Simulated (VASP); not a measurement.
# KTaO3 (R-3m) in VASP: notebook

KTaO3 is run at these levels: PBE; tasks: single point.

Program: VASP 6.6.1. These are calculated values, not measurements. Logs are shortened: lines on timing, memory, paths and dates and some standing lists are left out, and cuts for length are marked.

## Step 1: The cell of the first run

The structure is trigonal, space group R-3m (No. 166). The conventional cell has a = 6.687 Å, b = 6.687 Å, c = 4.914 Å, α = 90.00°, β = 90.00°, γ = 120.00°. K (site symmetry -3m) has 2 Ta at 2.46 Å and 6 O at 2.53 Å within 3.2 Å. Within 2.8 Å of Ta (site symmetry -3m) lie 6 O at 2.10 Å and 2 K at 2.46 Å. O (site symmetry 2/m) has 2 Ta at 2.10 Å and 2 K at 2.53 Å and 4 O at 2.53 Å within 2.8 Å.

## Step 2: Single point, PBE

File INCAR:

```
SYSTEM = KTaO3
PREC = Accurate ; ENCUT = 520
EDIFF = 1E-7 ; ISMEAR = 0
SIGMA = 0.05 ; LREAL = .FALSE.
LASPH = .TRUE. ; NELM = 80
ALGO = Normal ; ISIF = 2
LWAVE = .FALSE. ; LCHARG = .TRUE.
GGA = PE ; LELF = .TRUE.
LVHAR = .TRUE. ; NBANDS = 27
```

File KPOINTS:

```
Automatic mesh
0
G
  8 8 8
  0 0 0
```

File POSCAR:

```
KTaO3
1.0
    4.0981655192     -0.6304870029     -0.6304870029
   -0.6304870029      4.0981655192     -0.6304870029
   -0.6304870029     -0.6304870029      4.0981655192
K Ta O
1 1 3
Direct
    0.5000000000      0.5000000000      0.5000000000
    0.0000000000      0.0000000000      0.0000000000
    0.5000000000      0.0000000000      0.0000000000
    0.0000000000      0.5000000000      0.0000000000
    0.0000000000      0.0000000000      0.5000000000
```

Potentials or basis: VASP PAW PBE potentials, release 64 (K_sv, Ta_pv, O).

Launch:

```sh
$ cat potpaw_PBE.64/K_sv/POTCAR potpaw_PBE.64/Ta_pv/POTCAR potpaw_PBE.64/O/POTCAR > POTCAR
$ mpirun -np 1 vasp_std > vasp.out
```

OUTCAR:

```text
SYSTEM = KTaO3
   PREC = Accurate
   ENCUT = 520
   EDIFF = 1E-7
   ISMEAR = 0
   LREAL = .FALSE.
   LASPH = .TRUE.
   NELM = 80
   ISIF = 2
   GGA = PE

 ion  position               nearest neighbor table
   1  0.500  0.500  0.500-   2 2.46   2 2.46   4 2.53   5 2.53   3 2.53   4 2.53   5 2.53   3 2.53

   2  0.000  0.000  0.000-   3 2.10   4 2.10   5 2.10   5 2.10   4 2.10   3 2.10   1 2.46   1 2.46

   3  0.500  0.000  0.000-   2 2.10   2 2.10   1 2.53   1 2.53
   4  0.000  0.500  0.000-   2 2.10   2 2.10   1 2.53   1 2.53
   5  0.000  0.000  0.500-   2 2.10   2 2.10   1 2.53   1 2.53

  LATTYP: Found a trigonal (rhomboedric) cell.
 ALAT       =     4.1940420056
 COS(alpha) =    -0.2711864407

  Lattice vectors:

 A1 = (   4.0981655192,  -0.6304870029,  -0.6304870029)
 A2 = (  -0.6304870029,   4.0981655192,  -0.6304870029)
 A3 = (  -0.6304870029,  -0.6304870029,   4.0981655192)

Analysis of symmetry for initial positions (statically):
=====================================================================
 Subroutine PRICEL returns:
 Original cell was already a primitive cell.

 Routine SETGRP: Setting up the symmetry group for a
 trigonal (rhombohedral) supercell.

 Subroutine GETGRP returns: Found 12 space group operations
 (whereof 12 operations were pure point group operations)
 out of a pool of 12 trial point group operations.

The static configuration has the point symmetry D_3d.

Analysis of symmetry for dynamics (positions and initial velocities):
=====================================================================
 Subroutine PRICEL returns:
 Original cell was already a primitive cell.

 Routine SETGRP: Setting up the symmetry group for a
 trigonal (rhombohedral) supercell.

 Subroutine GETGRP returns: Found 12 space group operations
 (whereof 12 operations were pure point group operations)
 out of a pool of 12 trial point group operations.

The dynamic configuration has the point symmetry D_3d.

 Subroutine INISYM returns: Found 12 space group operations
 (whereof 12 operations are pure point group operations),
 and found     1 'primitive' translations

----------------------------------------------------------------------------------------

                                     Primitive cell

  volume of cell :      63.4400

  direct lattice vectors                    reciprocal lattice vectors
     4.098165519 -0.630487003 -0.630487003     0.258471566  0.046994830  0.046994830
    -0.630487003  4.098165519 -0.630487003     0.046994830  0.258471566  0.046994830
    -0.630487003 -0.630487003  4.098165519     0.046994830  0.046994830  0.258471566

  length of vectors
     4.194042006  4.194042006  4.194042006     0.266879333  0.266879333  0.266879333

  position of ions in fractional coordinates (direct lattice)
     0.500000000  0.500000000  0.500000000
     0.000000000  0.000000000  0.000000000
     0.500000000  1.000000000  0.000000000
     1.000000000  0.500000000  0.000000000
     0.000000000  0.000000000  0.500000000

  ion indices of the primitive-cell ions
   primitive index   ion index
                 1           1
                 2           2
                 3           3
                 4           4
                 5           5

----------------------------------------------------------------------------------------

 KPOINTS: Automatic mesh

Automatic generation of k-mesh.
 Grid dimensions read from file:
 generate k-points for:    8    8    8

 Generating k-lattice:

  Cartesian coordinates                     Fractional coordinates (reciprocal lattice)
     0.032308946  0.005874354  0.005874354     0.125000000 -0.000000000  0.000000000
     0.005874354  0.032308946  0.005874354    -0.000000000  0.125000000  0.000000000
     0.005874354  0.005874354  0.032308946     0.000000000  0.000000000  0.125000000

  Length of vectors
     0.033359917  0.033359917  0.033359917

  Shift w.r.t. Gamma in fractional coordinates (k-lattice)
     0.000000000  0.000000000  0.000000000

 Subroutine IBZKPT returns following result:
 ===========================================

 Found     65 irreducible k-points:

 Following reciprocal coordinates:
            Coordinates               Weight
  0.000000  0.000000  0.000000      1.000000
  0.125000  0.000000  0.000000      6.000000
  0.250000  0.000000  0.000000      6.000000
  0.375000  0.000000  0.000000      6.000000
  0.500000  0.000000  0.000000      3.000000
  0.125000  0.125000  0.000000      6.000000
[... 16 lines left out ...]
  0.250000  0.125000  0.125000      6.000000
  0.375000  0.125000  0.125000      6.000000
 [... further k-points ...]
   k-points           NKPTS =     65   k-points in BZ     NKDIM =     65   number of bands    NBANDS=     27
   number of dos      NEDOS =    301   number of ions     NIONS =      5
   total plane-waves  NPLWV =  32768
   dimension x,y,z NGX =    32 NGY =   32 NGZ =   32
   dimension x,y,z NGXF=    64 NGYF=   64 NGZF=   64
   ions per type =               1   1   3
   NGX,Y,Z   is equivalent  to a cutoff of  12.68, 12.68, 12.68 a.u.
   NGXF,Y,Z  is equivalent  to a cutoff of  25.37, 25.37, 25.37 a.u.
 SYSTEM =  KTaO3
   PREC   = accura    normal or accurate (medium, high low for compatibility)
   ISTART =      0    job   : 0-new  1-cont  2-samecut
   ICHARG =      2    charge: 1-file 2-atom 10-const
   ISPIN  =      1    spin polarized calculation?
   LNONCOLLINEAR =      F non collinear calculations
   LSORBIT =      F    spin-orbit coupling
   LASPH  =      T    aspherical Exc in radial PAW
   ENCUT  =  520.0 eV  38.22 Ry    6.18 a.u.   7.80  7.80  7.80*2*pi/ulx,y,z
   NELM   =     80;   NELMIN=  2; NELMDL= -5     # of ELM steps
   EDIFF  = 0.1E-06   stopping-criterion for ELM
   LREAL  =      F    real-space projection
   EDIFFG = 0.1E-05   stopping-criterion for IOM
   NSW    =      0    number of steps for IOM
   IBRION =     -1    ionic relax: 0-MD 1-quasi-New 2-CG
   NFREE  =      0    steps in history (QN), initial steepest desc. (CG)
   ISIF   =      2    stress and relaxation
   ISYM   =      2    0-nonsym 1-usesym 2-fastsym
   POTIM  = 0.5000    time-step for ionic-motion
   TEBEG  =    0.0;   TEEND  =   0.0 temperature during run
   PSTRESS=    0.0 pullay stress
   NELECT =      38.0000    total number of electrons
   NUPDOWN=      -1.0000    fix difference up-down
   EMIN   =  10.00;   EMAX   =-10.00  energy-range for DOS
   EFERMI =   0.00;   METHOD = LEGACY
   ISMEAR =     0;   SIGMA  =   0.05  broadening in eV -4-tet -1-fermi 0-gaus
   EFERMI_NEDOS =   21; number of points for ismear=-14 and -15
   IALGO  =     38    algorithm
   IMIX   =      4    mixing-type and parameters
     AMIX     =   0.40;   BMIX     =  1.00
     AMIX_MAG =   1.60;   BMIX_MAG =  1.00
  volume/ion in A,a.u.               =      12.69        85.62
  Fermi-wavevector in a.u.,A,eV,Ry     =   1.380008  2.607837 25.911228  1.904422
  Thomas-Fermi vector in A             =   2.504925
   LORBIT       =      0    0 simple, 1 ext, 2 COOP (PROOUT), +10 PAW based schemes
   GGA     = PE    functional components
   LHFCALC =     F    Hartree Fock is set to
   AEXX    =    0.0000 exact exchange contribution
   IVDW    =     0    specifies the selected vdW correction
   LEPSILON=     F    determine dielectric tensor
   LRPA    =     F    only Hartree local field effects (RPA)
 non-spin polarized calculation
 Gauss-broadening in eV      SIGMA  =   0.05
  energy-cutoff  :      520.00
  volume of cell :       63.44
 maximum number of plane-waves:      1722
   NGX = 15   NGY = 15   NGZ = 15

 number of electron      38.0000011 magnetization

 Free energy of the ion-electron system (eV)
  ---------------------------------------------------
  ext. energy  EPLUGINS =         0.00000000
  ---------------------------------------------------
  free energy    TOTEN  =       -34.27904810 eV

  energy without entropy =      -34.27763269  energy(sigma->0) =      -34.27834040

 E-fermi :   3.0013     XC(G=0): -10.8562

 val. band max:        2.9740771714   @ k =  -0.1250   0.1250   0.1250
 cond. band min:       3.0013614098   @ k =   0.5000   0.5000   0.3750
 fundamental gap:      0.0272842384
 Fermi energy:         3.0013422565

 k-point     1 :       0.0000    0.0000    0.0000
  band No.  band energies     occupation
      1     -33.3610      2.00000
      2     -32.6411      2.00000
      3     -32.6411      2.00000
      4     -27.0126      2.00000
      5     -15.3105      2.00000
      6     -14.1276      2.00000
[... 19 lines left out ...]
     26      10.6075      0.00000
     27      10.6075      0.00000

 k-point     2 :       0.1250    0.0000    0.0000
  band No.  band energies     occupation
      1     -33.3700      2.00000
      2     -32.6463      2.00000
      3     -32.6409      2.00000
      4     -26.9820      2.00000
      5     -15.2798      2.00000
      6     -14.1522      2.00000
[... 19 lines left out ...]
     26      10.6025      0.00000
     27      10.7292      0.00000

 k-point     3 :       0.2500    0.0000    0.0000
  band No.  band energies     occupation
      1     -33.3916      2.00000
      2     -32.6590      2.00000
      3     -32.6403      2.00000
      4     -26.9079      2.00000
      5     -15.2330      2.00000
      6     -14.2095      2.00000
[... 19 lines left out ...]
     26      10.4195      0.00000
     27      11.0152      0.00000

 k-point     4 :       0.3750    0.0000    0.0000
  band No.  band energies     occupation
      1     -33.4129      2.00000
      2     -32.6714      2.00000
      3     -32.6398      2.00000
      4     -26.8333      2.00000
      5     -15.2259      2.00000
      6     -14.2642      2.00000
[... 19 lines left out ...]
     26      10.0938      0.00000
     27      11.1972      0.00000

 k-point     5 :       0.5000    0.0000    0.0000
  band No.  band energies     occupation
      1     -33.4217      2.00000
      2     -32.6765      2.00000
      3     -32.6396      2.00000
      4     -26.8022      2.00000
      5     -15.2333      2.00000
      6     -14.2863      2.00000
[... 19 lines left out ...]
     26      10.0904      0.00000
     27      10.7339      0.00000

 k-point     6 :       0.1250    0.1250    0.0000
  band No.  band energies     occupation
      1     -33.3904      2.00000
      2     -32.6487      2.00000
      3     -32.6434      2.00000
      4     -26.9105      2.00000
      5     -15.2595      2.00000
      6     -14.1704      2.00000
[... 444 lines left out ...]
      1     -33.3717      2.00000
      2     -32.6956      2.00000
      3     -32.6564      2.00000
      4     -26.9891      2.00000
      5     -14.5608      2.00000
      6     -14.3107      2.00000
[... 19 lines left out ...]
     26      12.3187      0.00000
     27      12.9637      0.00000

 k-point    22 :       0.1250    0.1250    0.1250
  band No.  band energies     occupation
      1     -33.4106      2.00000
      2     -32.6485      2.00000
      3     -32.6485      2.00000
      4     -26.8377      2.00000
      5     -15.2248      2.00000
      6     -14.2353      2.00000
[... 19 lines left out ...]
     26      10.4057      0.00000
     27      10.4057      0.00000

 k-point    23 :       0.2500    0.1250    0.1250
  band No.  band energies     occupation
      1     -33.4205      2.00000
      2     -32.6613      2.00000
      3     -32.6481      2.00000
      4     -26.8035      2.00000
      5     -15.1299      2.00000
      6     -14.2866      2.00000
[... 19 lines left out ...]
     26      10.2798      0.00000
     27      10.5588      0.00000

 k-point    24 :       0.3750    0.1250    0.1250
  band No.  band energies     occupation
      1     -33.4145      2.00000
      2     -32.6741      2.00000
      3     -32.6478      2.00000
      4     -26.8284      2.00000
      5     -15.0489      2.00000
      6     -14.2966      2.00000
[... 19 lines left out ...]
     26      10.4759      0.00000
     27      11.4753      0.00000

 [... further k-points ...]
[... 5 lines left out ...]
  --------------------------------------------------------------------------------------
  -------------------------------------------------------------------------------------
  Total        2.1238970      2.1238970      2.1238970     12.8329340     12.8329340     12.8329340
  in kB       53.6389889     53.6389889     53.6389889    324.0955639    324.0955639    324.0955639
  external PRESSURE =      53.6389889 kB  Pullay stress =       0.0000000 kB

 VOLUME and BASIS-vectors are now :
 -----------------------------------------------------------------------------
  energy-cutoff  :      520.00
  volume of cell :       63.44
      direct lattice vectors                 reciprocal lattice vectors
     4.098165519 -0.630487003 -0.630487003     0.258471566  0.046994830  0.046994830
    -0.630487003  4.098165519 -0.630487003     0.046994830  0.258471566  0.046994830
    -0.630487003 -0.630487003  4.098165519     0.046994830  0.046994830  0.258471566

 POSITION                                       TOTAL-FORCE (eV/Angst)
 -----------------------------------------------------------------------------------
      1.41860      1.41860      1.41860        -0.000000      0.000000     -0.000000
      0.00000      0.00000      0.00000         0.000000     -0.000000     -0.000000
      2.04908     -0.31524     -0.31524         0.000000     -0.000000     -0.000000
     -0.31524      2.04908     -0.31524         0.000000      0.000000      0.000000
     -0.31524     -0.31524      2.04908        -0.000000      0.000000      0.000000
 -----------------------------------------------------------------------------------
    total drift:                                0.000000      0.000000     -0.000000

  FREE ENERGIE OF THE ION-ELECTRON SYSTEM (eV)
  ---------------------------------------------------
  free  energy   TOTEN  =       -34.2790481027 eV

  energy  without entropy=      -34.2776326913  energy(sigma->0) =      -34.27834040
```

It took 59 s on 1 thread of Intel Xeon 6975P-C (Granite Rapids), shared host; peak memory 0.25 GiB.

What came out:

| Property | Result |
| --- | --- |
| Free energy | -34.2790 eV |
| Pressure | 5.4 GPa |
| Band gap on the k mesh | zero (band 19 reaches 3.09 eV, above the bottom of band 20 at 2.87 eV) |

Caveat: spin-orbit coupling is left out, which moves the levels of the heavy elements.

## Step 3: Single point, PBE

This run uses another cell than the first one, of the same volume but with other edges.

File INCAR:

```
PREC     = Accurate       # precision mode
ENCUT    = 520            # plane-wave cutoff, eV
EDIFF    = 1E-7           # SCF threshold, eV
ISMEAR   = 0              # smearing method
SIGMA    = 0.05           # smearing width, eV
LREAL    = F              # projectors in reciprocal space
LASPH    = T              # aspherical terms in the spheres
NELM     = 60             # most SCF steps
ALGO     = Normal         # electronic algorithm
ISIF     = 2              # what is computed and relaxed
LWAVE    = F              # write WAVECAR
LCHARG   = F              # write CHGCAR
GGA      = PE             # functional
NBANDS   = 27             # bands
```

File KPOINTS:

```
regular mesh
0
Gamma
  8 8 8
```

POSCAR, as its differences from that of step 2:

```diff
@@ -2,5 +2,5 @@
 1.0
-    4.0981655192     -0.6304870029     -0.6304870029
-   -0.6304870029      4.0981655192     -0.6304870029
-   -0.6304870029     -0.6304870029      4.0981655192
+    3.9998015887     -0.2105158731     -0.2105158731
+   -0.2105158731      3.9998015887     -0.2105158731
+   -0.2105158731     -0.2105158731      3.9998015887
 K Ta O
```

Potentials or basis: VASP PAW PBE potentials, release 64 (K_sv, Ta_pv, O).

Launch:

```sh
$ cat potpaw_PBE.64/K_sv/POTCAR potpaw_PBE.64/Ta_pv/POTCAR potpaw_PBE.64/O/POTCAR > POTCAR
$ mpirun -np 1 vasp_std > vasp.out
```

It took 68 s on 1 thread of Intel Xeon 6975P-C (Granite Rapids), shared host; peak memory 0.24 GiB.

Results (log left out):

| Property | Result |
| --- | --- |
| Free energy | -40.3307 eV |
| Pressure | 5.7 GPa |
| Band gap on the k mesh | 1.44 eV, indirect (least direct gap 1.84 eV) |

Stress tensor (GPa, compression positive):
```
 5.69 10.86 10.86
10.86  5.69 10.86
10.86 10.86  5.69
```

Levels at points of the mesh, in eV from the valence-band top:
| k point | band 16 | band 17 | band 18 | band 19 | band 20 | band 21 | band 22 | band 23 |
| --- | --- | --- | --- | --- | --- | --- | --- | --- |
| (0.00, 0.00, 0.00) | -1.30 | -0.54 | -0.54 | -0.40 | 1.44 | 1.94 | 1.94 | 6.32 |
| (0.50, 0.00, 0.00) | -2.19 | -1.71 | -1.34 | -0.58 | 2.03 | 4.57 | 4.62 | 6.42 |
| (0.50, 0.50, 0.00) | -1.87 | -1.62 | -1.49 | -0.11 | 4.12 | 4.90 | 5.90 | 7.30 |
| (0.50, 0.50, 0.50) | -3.48 | -0.10 | -0.10 | 0.00 | 5.56 | 6.21 | 6.21 | 7.96 |

Caveat: spin-orbit coupling is left out, which moves the levels of the heavy elements. A k mesh can miss the band edges.
